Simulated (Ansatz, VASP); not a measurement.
One calculation of Zr3S2, two programs

```
Zr S
1.0
     5.63348   -2.58481   -0.00083
     5.63348    2.58481   -0.00083
    -1.06883    0.00000    3.32487
Zr S
3 2
Direct
  0.14869 0.14869 0.65458
  0.50000 0.50000 0.00000
  0.85131 0.85131 0.34542
  0.67570 0.67570 0.67290
  0.32430 0.32430 0.32710
```

Alike in both runs: functional PBE; k mesh 4 × 4 × 6; occupations gaussian, width 0.1 eV; no spin polarisation.

Ansatz relaxed the structure, and its values are those at the end. VASP's run is a single point on that final structure, the one shown.

|  | VASP | Ansatz |
| --- | --- | --- |
| version | VASP 6.6.1 | Ansatz 0.2.0 |
| potentials or method | VASP PAW PBE potentials, release 64 (Zr_sv, S), cutoff 520 eV | scalar-relativistic, plane waves, PAW |
| valence electrons in the cell | 48 | 48 |

VASP gave:

```
gap on the k mesh at the Fermi level (eV) : none
pressure (GPa)                            : 0.1
rms of the force components (eV/Å)        : 0.016
```

Which values does Ansatz return?

gap on the k mesh at the Fermi level (eV): none; pressure (GPa): 0.1; rms of the force components (eV/Å): 0.013.

A gap of «none» marks a metal or a gap that the smearing closes. With one functional, cell and mesh, what is left measures potentials, basis and numerics.
